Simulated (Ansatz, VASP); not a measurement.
**One calculation of MoS2, two programs**

```
CELL_PARAMETERS angstrom
1.58000 0.91221 6.15000
-1.58000 0.91221 6.15000
0.00000 -1.82443 6.15000
ATOMIC_POSITIONS crystal
Mo 0.00000 0.00000 0.00000
S 0.25000 0.25000 0.25000
S 0.41700 0.41700 0.41700
```

Alike in both runs: task single point; functional PBEsol; k mesh 12 × 12 × 12; no spin polarisation.

```csv
,VASP,Ansatz
version,VASP 6.6.1,Ansatz 0.2.0
potentials or method,"VASP PAW PBE potentials, release 64 (Mo_sv, S)","plane waves, PAW"
plane-wave cutoff (eV),520,420
occupations,"methfessel-paxton of order 1, width 0.15 eV","cold, width 0.15 eV"
valence electrons in the cell,26,26
```

```csv
,VASP,Ansatz,Ansatz less VASP
pressure (GPa),0.3,0.3,+0.01
"traceless stress, the component that is largest in VASP (GPa)",1.97,1.98,+0.017
```

VASP's potentials were made for PBE, not for PBEsol.
